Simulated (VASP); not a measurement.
ZrMo2C2:

```
CELL_PARAMETERS angstrom
4.34736 0.00000 0.00000
-2.17368 3.76492 0.00000
0.00000 0.00000 5.70410
ATOMIC_POSITIONS crystal
Zr 0.00000 0.00000 0.00000
Mo 0.33333 0.66667 0.50000
Mo 0.66667 0.33333 0.50000
C 0.00000 0.00000 0.71413
C 0.00000 0.00000 0.28587
```

| Property | Result |
| --- | --- |
| Program | VASP 6.6.1 |
| Task | relaxation of cell and atoms |
| Functional | PBE |
| Potentials or basis | VASP PAW PBE potentials, release 64 (Zr_sv, Mo_sv, C) |
| Cutoff | 600 eV |
| k mesh | 6 × 6 × 4 |
| Occupations | gaussian, width 0.1 eV |
| Spin | no spin polarisation |

At the start: pressure 6.5 GPa; volume 18.67 Å³/atom.

**Question.** Where does the relaxation end?

**Answer.** Over 17 steps the energy falls by 1882.3 meV/atom and the volume is 17.05 Å³/atom (-8.7 %); space group P6/mmm (No. 191, to 0.05 Å).

The path:
```csv
step,energy change (eV),largest force (eV/Å),pressure (GPa),volume (Å³)
1,0.0000,13.2899,6.46,93.36
2,-4.1791,0.3609,3.86,99.34
3,-6.2859,2.3972,-13.66,97.55
4,-6.3869,2.6840,-14.28,97.23
5,-6.4057,3.5533,-13.96,96.58
6,-6.4311,3.2520,-14.23,96.77
7,-8.6216,1.3399,17.25,78.23
8,-8.7044,1.3213,9.06,80.80
9,-2.2991,54.0240,41.35,80.51
10,-8.9023,1.6224,8.20,80.86
11,-9.0713,0.8113,8.28,80.89
12,-9.2134,2.8569,10.16,80.92
13,-9.2285,1.6082,9.39,80.92
14,-9.1273,3.5938,-7.89,89.31
15,-9.3875,1.0048,0.72,84.40
16,-9.3849,1.2396,-0.82,86.12
17,-9.4117,0.0103,-0.18,85.26
```

Final structure:
```xyz
5
Lattice="4.1975 0.0000 0.0000 -2.0988 3.6351 0.0000 0.0000 0.0000 5.5874" Properties=species:S:1:pos:R:3 pbc="T T T"
Zr    0.0000    0.0000    0.0000
Mo    0.0000    2.4234    2.7937
Mo    2.0988    1.2117    2.7937
C     0.0000    0.0000    3.4703
C     0.0000    0.0000    2.1171
```
